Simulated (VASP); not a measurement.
# GdRe: single point with PBE+U

The system is GdRe.

```
Gd Re
1.0
     3.55463    0.00000    0.00000
     0.00000    3.55463    0.00000
     0.00000    0.00000    3.55463
Gd Re
1 1
Direct
  0.00000 0.00000 0.00000
  0.50000 0.50000 0.50000
```

This cell differs from its parent crystal: volume scaled by 1.070.

- Program: VASP 6.6.1
- Task: single point
- Functional: PBE
- Potentials or basis: VASP PAW PBE potentials, release 64 (Gd, Re)
- Cutoff: 520 eV
- k mesh: 8 × 8 × 8
- Occupations: gaussian, width 0.05 eV
- Spin: collinear spin, ferrimagnetic start
- Starting moments: [7.81, -0.18] μB
- Hubbard terms: Gd f U = 6.0 eV

```yaml
Pressure: -6.8 GPa
Net_moment: 7.13 μB per cell
Site_moments: Gd +6.93; Re -0.14 μB
Valence_electrons_inside_the_program's_atomic_spheres: Gd 15.27; Re 5.61
```

Levels at points of the mesh, in eV from the Fermi level:
Spin up:
| k point | band 13 | band 14 | band 15 | band 16 | band 17 | band 18 | band 19 | band 20 |
| --- | --- | --- | --- | --- | --- | --- | --- | --- |
| (0.00, 0.00, 0.00) | -2.91 | -2.91 | 0.13 | 0.13 | 0.13 | 3.58 | 3.58 | 6.83 |
| (0.50, 0.00, 0.00) | -2.15 | -1.39 | 0.09 | 0.09 | 0.77 | 0.84 | 1.96 | 2.59 |
| (0.50, 0.50, 0.00) | -2.85 | -1.29 | -1.29 | 1.68 | 1.74 | 2.15 | 2.15 | 4.27 |
| (0.50, 0.50, 0.50) | -0.88 | -0.88 | -0.62 | -0.62 | -0.62 | 1.81 | 1.81 | 3.49 |
Spin down:
```tsv
k point	band 5	band 6	band 7	band 8	band 9	band 10	band 11	band 12	band 13	band 14
(0.00, 0.00, 0.00)	-5.80	-2.74	-2.74	0.15	0.15	0.15	4.18	4.18	4.58	4.58
(0.50, 0.00, 0.00)	-2.55	-1.67	-1.61	-0.05	-0.05	0.56	1.52	1.79	3.31	3.31
(0.50, 0.50, 0.00)	-3.61	-2.61	-1.17	-1.17	1.64	1.69	2.45	2.45	4.56	4.56
(0.50, 0.50, 0.50)	-0.73	-0.73	-0.73	-0.18	-0.18	-0.18	1.71	1.71	2.61	4.68
```

Eigenvalues of the final occupation matrices:
```csv
site,spin,trace,eigenvalues
site 1 f,1,6.93,0.99 0.99 0.99 0.99 0.99 0.99 0.99
site 1 f,2,0.03,0.00 0.00 0.00 0.00 0.01 0.01 0.01
```

Run time: 70 s on 1 thread of Intel(R) Xeon(R) Platinum 8559C (Emerald Rapids), on a shared host, peak memory 0.21 GiB.

Caveat: spin-orbit coupling is left out, which moves the levels of the heavy elements. The state reached can hang on the start; a lower one may exist.
